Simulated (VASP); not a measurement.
# CO (P2_13) in VASP: further runs, part 3 of 3

VASP 6.6.1. Earlier steps stand in the parts before.

### 6 Relaxation of cell and atoms, PBEsol

This run uses another cell than the first one, of 26.37 Å³/atom.

INCAR

```
SYSTEM = CO
  PREC = Accurate
  ENCUT = 600
  EDIFF = 1E-6
  ISMEAR = 0
  SIGMA = 0.02
  LREAL = .False.
  LASPH = .True.
  NELM = 100
  ALGO = Normal
  ISIF = 3
  LWAVE = .False.
  LCHARG = .False.
  GGA = PS
  IBRION = 2
  NSW = 100
  EDIFFG = -0.005
```

KPOINTS

```
regular mesh
0
Gamma
  4 4 4
  0 0 0
```

POSCAR

```
CO
1.0
    5.9526440760      0.0000000000      0.0000000000
    0.0000000000      5.9526440760      0.0000000000
    0.0000000000      0.0000000000      5.9526440760
C O
4 4
Direct
    0.9646486753      0.9646486753      0.9646486753
    0.5353513247      0.0353513247      0.4646486753
    0.4646486753      0.5353513247      0.0353513247
    0.0353513247      0.4646486753      0.5353513247
    0.0745117766      0.0745117766      0.0745117766
    0.4254882234      0.9254882234      0.5745117766
    0.5745117766      0.4254882234      0.9254882234
    0.9254882234      0.5745117766      0.4254882234
```

Potentials or basis: VASP PAW PBE potentials, release 64 (C, O).

Launch:

```
$ cat potpaw_PBE.64/C/POTCAR potpaw_PBE.64/O/POTCAR > POTCAR
$ mpirun -np 1 vasp_std > vasp.out
```

OUTCAR:

```text
SYSTEM = CO
   PREC = Accurate
   ENCUT = 600
   EDIFF = 1E-6
   ISMEAR = 0
   LREAL = .False.
   LASPH = .True.
   NELM = 100
   ISIF = 3
   GGA = PS
   IBRION = 2
   NSW = 100
   EDIFFG = -0.005

 ion  position               nearest neighbor table
   1  0.965  0.965  0.965-   5 1.13
   2  0.535  0.035  0.465-   6 1.13
   3  0.465  0.535  0.035-   7 1.13
   4  0.035  0.465  0.535-   8 1.13
   5  0.075  0.075  0.075-   1 1.13
   6  0.425  0.925  0.575-   2 1.13
   7  0.575  0.425  0.925-   3 1.13
   8  0.925  0.575  0.425-   4 1.13

  LATTYP: Found a simple cubic cell.
 ALAT       =     5.9526440760

  Lattice vectors:

 A1 = (   5.9526440760,   0.0000000000,   0.0000000000)
 A2 = (   0.0000000000,   5.9526440760,   0.0000000000)
[... 297 lines left out ...]
  free  energy   TOTEN  =       -60.7768947038 eV

  energy  without entropy=      -60.7768947038  energy(sigma->0) =      -60.77689470

[... ionic steps 4 to 35 ...]

--------------------------------------- Ionic step       36  -------------------------------------------

 number of electron      39.9999985 magnetization

------------------------ aborting loop because EDIFF is reached ----------------------------------------
[... 79 lines left out ...]
--------------------------------------- Ionic step       38  -------------------------------------------

 number of electron      39.9999985 magnetization

 Free energy of the ion-electron system (eV)
  ---------------------------------------------------
  ext. energy  EPLUGINS =         0.00000000
  ---------------------------------------------------
  free energy    TOTEN  =       -60.79459397 eV

  energy without entropy =      -60.79459397  energy(sigma->0) =      -60.79459397

 E-fermi :  -5.1328     XC(G=0):  -6.4740

 val. band max:       -5.2581116703   @ k =   0.2500   0.0000   0.0000
 cond. band min:       0.6580019168   @ k =   0.2500   0.0000   0.0000
 fundamental gap:      5.9161135871
 Fermi energy:        -5.1328364476

 k-point     1 :       0.0000    0.0000    0.0000
  band No.  band energies     occupation
      1     -25.7757      2.00000
      2     -25.7209      2.00000
      3     -25.7209      2.00000
      4     -25.7209      2.00000
      5     -10.6231      2.00000
      6     -10.6231      2.00000
[... 332 lines left out ...]
  FREE ENERGIE OF THE ION-ELECTRON SYSTEM (eV)
  ---------------------------------------------------
  free  energy   TOTEN  =       -60.7945939720 eV

  energy  without entropy=      -60.7945939720  energy(sigma->0) =      -60.79459397

 reached required accuracy - stopping structural energy minimisation
```

OSZICAR:

```text
N       E                     dE             d eps       ncg     rms          rms(c)
DAV:   1     0.287167596881E+03    0.28717E+03   -0.19184E+04   550   0.147E+03
DAV:   2    -0.331302965538E+02   -0.32030E+03   -0.31492E+03   728   0.304E+02
DAV:   3    -0.632818970706E+02   -0.30152E+02   -0.30052E+02   628   0.106E+02
DAV:   4    -0.638029226291E+02   -0.52103E+00   -0.52056E+00   745   0.144E+01
[... 291 lines left out ...]
  37 F= -.60794593E+02 E0= -.60794593E+02  d E =-.702163E-06
       N       E                     dE             d eps       ncg     rms          rms(c)
DAV:   1    -0.607945968421E+02   -0.36433E-05   -0.74393E-05   550   0.638E-02    0.124E-02
DAV:   2    -0.607945942203E+02    0.26218E-05   -0.10877E-05   550   0.239E-02    0.287E-03
DAV:   3    -0.607945939720E+02    0.24828E-06   -0.55288E-07   275   0.588E-03
  38 F= -.60794594E+02 E0= -.60794594E+02  d E =-.780548E-06
```

CONTCAR:

```text
CO
   1.00000000000000
     5.6732622046256234   -0.0000000000000000    0.0000000000000000
     0.0000000000000000    5.6732622046256234    0.0000000000000000
    -0.0000000000000000   -0.0000000000000000    5.6732622046256234
  C               O
     4     4
Direct
     0.9617384154054938    0.9617384154054938    0.9617384154054938
     0.5382615845945062    0.0382615845945064    0.4617384154054935
     0.4617384154054935    0.5382615845945062    0.0382615845945064
     0.0382615845945064    0.4617384154054935    0.5382615845945062
     0.0778445349190672    0.0778445349190672    0.0778445349190672
     0.4221554650809328    0.9221554650809326    0.5778445349190674
     0.5778445349190674    0.4221554650809328    0.9221554650809326
     0.9221554650809326    0.5778445349190674    0.4221554650809328

  0.00000000E+00  0.00000000E+00  0.00000000E+00
  0.00000000E+00  0.00000000E+00  0.00000000E+00
  0.00000000E+00  0.00000000E+00  0.00000000E+00
  0.00000000E+00  0.00000000E+00  0.00000000E+00
  0.00000000E+00  0.00000000E+00  0.00000000E+00
  0.00000000E+00  0.00000000E+00  0.00000000E+00
  0.00000000E+00  0.00000000E+00  0.00000000E+00
  0.00000000E+00  0.00000000E+00  0.00000000E+00
```

Run time: 9.5 min. Hardware: 1 thread of AMD EPYC 9R45 (Zen 5), shared host; peak memory 0.32 GiB.

What came out:

```yaml
Free_energy: -60.7946 eV
Relaxed_volume: 22.82 Å³/atom
Relaxed_cell: a = 5.673 Å, b = 5.673 Å, c = 5.673 Å, α = 90.00°, β = 90.00°, γ = 90.00°
Space_group_after_relaxing_to_0.1_Å: P2_13 (No. 198)
Energy_gained_by_relaxing: 4.2 meV/atom
Ionic_steps: 38
Pressure_after_relaxing: 0.0 GPa
Largest_force_after_relaxing: 0.004 eV/Å
Band_gap_on_the_k_mesh: 5.92 eV
```

Forces on the atoms (eV/Å):
```
C    0.000  0.000  0.000
C    0.000  0.000  0.000
C    0.000  0.000  0.000
C    0.000  0.000  0.000
O    0.002  0.002  0.002
O   -0.002 -0.002  0.002
O    0.002 -0.002 -0.002
O   -0.002  0.002 -0.002
```

The path:
| step | energy change (eV) | largest force (eV/Å) | pressure (GPa) | volume (Å³) |
| --- | --- | --- | --- | --- |
| 1 | 0.0000 | 1.0005 | 0.99 | 210.93 |
| 2 | 1.7432 | 7.9970 | -9.91 | 215.95 |
| 3 | -0.0162 | 0.0842 | -0.25 | 211.33 |
| 4 | -0.0163 | 0.0034 | -0.15 | 211.29 |
| 5 | -0.0163 | 0.0201 | -0.13 | 211.28 |
| 6 | -0.0168 | 0.0198 | -0.14 | 210.74 |
| 7 | -0.0184 | 0.0244 | -0.12 | 209.10 |
| 8 | -0.0213 | 0.0319 | -0.10 | 205.87 |
| 9 | -0.0265 | 0.0634 | -0.05 | 199.49 |
| 10 | -0.0327 | 0.1842 | 0.18 | 187.13 |
| 11 | -0.0098 | 0.6693 | 1.31 | 163.96 |
| 12 | -0.0307 | 0.4360 | 0.58 | 183.15 |
| 13 | -0.0307 | 0.4318 | 0.56 | 183.11 |
| 14 | -0.0309 | 0.4212 | 0.55 | 182.98 |
| 15 | -0.0311 | 0.4005 | 0.53 | 182.72 |
| 16 | -0.0316 | 0.3607 | 0.48 | 182.21 |
| 17 | -0.0324 | 0.2838 | 0.39 | 181.19 |
| 18 | -0.0331 | 0.1305 | 0.22 | 179.16 |
| 19 | -0.0331 | 0.1200 | 0.20 | 179.04 |
| 20 | -0.0331 | 0.1010 | 0.18 | 178.80 |
| 21 | -0.0331 | 0.1095 | 0.19 | 178.88 |
| 22 | -0.0332 | 0.1054 | 0.18 | 179.06 |
| 23 | -0.0334 | 0.0901 | 0.15 | 179.58 |
| 24 | -0.0337 | 0.0630 | 0.10 | 180.63 |
| 25 | -0.0339 | 0.0102 | 0.00 | 182.74 |
| 26 | -0.0339 | 0.0199 | 0.02 | 182.32 |
| 27 | -0.0339 | 0.0201 | 0.03 | 182.39 |
| 28 | -0.0339 | 0.0164 | 0.02 | 182.56 |
| 29 | -0.0339 | 0.0136 | 0.02 | 182.65 |
| 30 | -0.0339 | 0.0051 | 0.01 | 182.57 |
| 31 | -0.0339 | 0.0060 | 0.02 | 182.58 |
| 32 | -0.0339 | 0.0112 | 0.01 | 182.62 |
| 33 | -0.0339 | 0.0101 | 0.00 | 182.60 |
| 34 | -0.0339 | 0.0083 | 0.01 | 182.59 |
| 35 | -0.0339 | 0.0075 | 0.01 | 182.58 |
| 36 | -0.0339 | 0.0072 | 0.01 | 182.58 |
| 37 | -0.0339 | 0.0070 | 0.01 | 182.58 |
| 38 | -0.0339 | 0.0036 | 0.01 | 182.60 |

Final structure:
```
CELL_PARAMETERS angstrom
5.67326 0.00000 0.00000
0.00000 5.67326 0.00000
0.00000 0.00000 5.67326
ATOMIC_POSITIONS crystal
C 0.96174 0.96174 0.96174
C 0.53826 0.03826 0.46174
C 0.46174 0.53826 0.03826
C 0.03826 0.46174 0.53826
O 0.07784 0.07784 0.07784
O 0.42216 0.92216 0.57784
O 0.57784 0.42216 0.92216
O 0.92216 0.57784 0.42216
```

Levels at points of the mesh, in eV from the valence-band top:
```tsv
k point	band 18	band 19	band 20	band 21	band 22	band 23
(0.00, 0.00, 0.00)	-0.03	-0.03	-0.03	6.12	6.12	6.12
(0.50, 0.00, 0.00)	-0.55	0.00	0.00	5.96	5.96	6.64
(0.50, 0.50, 0.00)	-0.35	-0.20	-0.20	6.16	6.16	6.44
(0.50, 0.50, 0.50)	-0.29	-0.29	-0.29	6.46	6.46	6.46
```

Caveat: this functional lacks dispersion, which holds the molecules together, so the pressure and a relaxed volume are unreliable; the PAW data sets were made with another functional, which shifts forces and pressure a little.

### 7 The runs side by side

```tsv
task	cell	cutoff (eV)	smearing	gap on the mesh (eV)	pressure (GPa)	relaxed volume (Å³/atom)	largest force (eV/Å)
single point	a = 5.630 Å, 8 atoms, atomic positions A	520	gaussian 0.1 eV	6.37	15.3	-	12.01
single point	a = 5.706 Å, 8 atoms, atomic positions B	520	gaussian 0.1 eV	6.00	1.4	-	1.04
single point	a = 5.953 Å, 8 atoms, atomic positions C	520	gaussian 0.02 eV	6.18	1.1	-	1.04
relaxation of cell and atoms	relaxed from a = 5.630 Å, 8 atoms, atomic positions A	600	gaussian 0.1 eV	5.85	0.1	22.37	0.02
relaxation of cell and atoms	relaxed from a = 5.953 Å, 8 atoms, atomic positions C	600	gaussian 0.02 eV	5.92	0.0	22.82	-
```

Alike in all rows: level PBEsol; potentials or basis VASP PAW PBE potentials, release 64 (C, O); no spin polarisation; k mesh 4 × 4 × 4.

Caveats: this functional lacks dispersion, which holds the molecules together, so the pressure and a relaxed volume are unreliable; the PAW data sets were made with another functional, which shifts forces and pressure a little; the cell stands under pressure (at least some runs); the relaxation stopped at a loose force limit of 0.05 eV/Å, so its end isn't a converged minimum (at least some runs).

Total energies depend on the potentials used, so only differences within one code and one set of settings carry meaning.
